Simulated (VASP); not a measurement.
Here is a VASP 6.6.1 calculation.

Contents of POSCAR:

```
Ge
1.0
    0.0000000000      2.8368735121      2.8368735121
    2.8368735121      0.0000000000      2.8368735121
    2.8368735121      2.8368735121      0.0000000000
Ge
2
Direct
    0.0000000000      0.0000000000      0.0000000000
    0.2500000000      0.2500000000      0.2500000000
```

File INCAR.step1:

```
ALGO     = Normal         # electronic algorithm
EDIFF    = 1E-5           # SCF threshold, eV
ENCUT    = 520            # plane-wave cutoff, eV
GGA      = PE             # functional
ISIF     = 2              # what is computed and relaxed
ISMEAR   = -1             # smearing method
LASPH    = True           # aspherical terms in the spheres
LREAL    = False          # projectors in reciprocal space
LWAVE    = True           # write WAVECAR
NBANDS   = 21             # bands
NELM     = 100            # most SCF steps
PREC     = Accurate       # precision mode
SIGMA    = 0.02           # smearing width, eV
```

INCAR.step2

```
ALGO     = Normal         # electronic algorithm
EDIFF    = 1E-6           # SCF threshold, eV
ENCUT    = 520            # plane-wave cutoff, eV
GGA      = PE             # functional
HFSCREEN = 0.2079         # screening, 1/A
ISIF     = 2              # what is computed and relaxed
ISMEAR   = -1             # smearing method
ISTART   = 1            
LASPH    = True           # aspherical terms in the spheres
LCHARG   = True           # write CHGCAR
LELF     = True           # ELF
LHFCALC  = True           # exact exchange
LREAL    = False          # projectors in reciprocal space
LVHAR    = True         
LWAVE    = False          # write WAVECAR
NBANDS   = 21             # bands
NELM     = 100            # most SCF steps
PREC     = Accurate       # precision mode
PRECFOCK = Normal       
SIGMA    = 0.02           # smearing width, eV
```

Contents of KPOINTS:

```
k-points
0
Gamma
  4 4 4
```

Potentials or basis: VASP PAW PBE potentials, release 64 (Ge_d).

The run is started by

```bash
$ cat potpaw_PBE.64/Ge_d/POTCAR > POTCAR
$ cp INCAR.step1 INCAR
$ mpirun -np 1 vasp_std > vasp.out
$ cp INCAR.step2 INCAR
$ mpirun -np 1 vasp_std > vasp.out
```

(1) What does it give for the pressure?

(2) Predict the band gap on the k mesh.

## Answers

(1) 0.5 GPa.

(2) 0.85 eV, indirect (least direct gap 0.88 eV).

Caveat: the k points lie up to 0.48 Å⁻¹ apart; the PAW data sets were made with another functional, which shifts forces and pressure a little.
